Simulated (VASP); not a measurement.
Wanted: the native input for a VASP 6.6.1 run.

- Task: single point
- Functional: PBEsol
- Potentials or basis: VASP PAW PBE potentials, release 64 (Ti_sv, Al)
- Cutoff: 520 eV
- k mesh: 20 × 20 × 20
- Occupations: gaussian, width 0.15 eV
- Spin: no spin polarisation
- Dipole correction: no
- Further INCAR settings: ALGO = Fast; EDIFF = 1e-06; NBANDS = 14

The structure of TiAl lies in POSCAR:

```
TiAl
1.0
    3.1564740774      0.0000000000      0.0000000000
    0.0000000000      3.1564740774      0.0236735556
    0.0000000000      0.0236735556      3.1564740774
Ti Al
1 1
Direct
    0.0000000000      0.0000000000      0.0000000000
    0.5000000000      0.5000000000      0.5000000000
```

This cell differs from its parent crystal: strain +0.0150 x Voigt [0, 0, 0, 1, 0, 0].

One way to write it, as run:

INCAR

```
SYSTEM = TiAl
PREC     = Accurate       ! precision mode
ENCUT    = 520            ! plane-wave cutoff, eV
EDIFF    = 1E-6           ! SCF threshold, eV
ISMEAR   = 0              ! smearing method
SIGMA    = 0.15           ! smearing width, eV
LREAL    = .False.        ! projectors in reciprocal space
LASPH    = .True.         ! aspherical terms in the spheres
NELM     = 80             ! most SCF steps
ALGO     = Fast           ! electronic algorithm
ISIF     = 2              ! what is computed and relaxed
LWAVE    = .False.        ! write WAVECAR
LCHARG   = .False.        ! write CHGCAR
GGA      = PS             ! functional
NBANDS   = 14             ! bands
```

KPOINTS

```
regular mesh
0
Gamma
  20 20 20
  0 0 0
```

Potentials or basis: VASP PAW PBE potentials, release 64 (Ti_sv, Al).

The run is started by

```console
$ cat potpaw_PBE.64/Ti_sv/POTCAR potpaw_PBE.64/Al/POTCAR > POTCAR
$ mpirun -np 1 vasp_std > vasp.out
```

Results of the run:

- Pressure: 0.1 GPa
- Band gap on the k mesh: zero (an odd number of electrons rules out a gap without spin polarisation)

Caveat: the cell differs from its parent crystal (strain +0.0150 x Voigt [0, 0, 0, 1, 0, 0]); the PAW data sets were made with another functional, which shifts forces and pressure a little.

It took 5.7 min on 1 thread of Intel(R) Xeon(R) Platinum 8488C (Sapphire Rapids) (shared host), peak memory 0.62 GiB.
